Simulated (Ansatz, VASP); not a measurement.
**Two plane-wave programs on MgS**

```
S Mg
1.0
     3.95226    0.00000    0.00000
    -1.97613    3.42276    0.00000
     0.00000    0.00000    6.30099
S Mg
2 2
Cartesian
  1.9761 1.1409 5.5401
  0.0000 2.2818 2.3896
  0.0000 2.2818 6.2742
  1.9761 1.1409 3.1237
```

Alike in both runs: task single point; functional r2SCAN; k mesh 8 × 8 × 4; occupations fermi-dirac, width 0.05 eV; no spin polarisation.

|  | VASP | Ansatz |
| --- | --- | --- |
| version | VASP 6.6.1 | Ansatz 0.2.0 |
| potentials or method | VASP PAW PBE potentials, release 64 (S, Mg) | Ansatz PAW |
| plane-wave cutoff (eV) | 520 | 500 |
| valence electrons in the cell | 16 | 32 |

Ansatz gave:

* gap on the k mesh at the Fermi level (eV): 4.45
* least direct gap on the mesh (eV): 4.45
* pressure (GPa): 4.2
* traceless stress, the component that is largest in VASP (GPa): -0.31
* rms of the force components (eV/Å): 0.027

Q: What did VASP give for the same quantities?

A: gap on the k mesh at the Fermi level (eV): 4.44; least direct gap on the mesh (eV): 4.44; pressure (GPa): 3.9; traceless stress, the component that is largest in VASP (GPa): -0.30; rms of the force components (eV/Å): 0.029.

VASP's potentials were made for PBE, not for r2SCAN. Atom by atom the forces differ by 0.002 eV/Å (rms over components). VASP's potentials hold 16 valence electrons a cell and Ansatz's 32, so a difference there can come from the potentials and not from the codes.
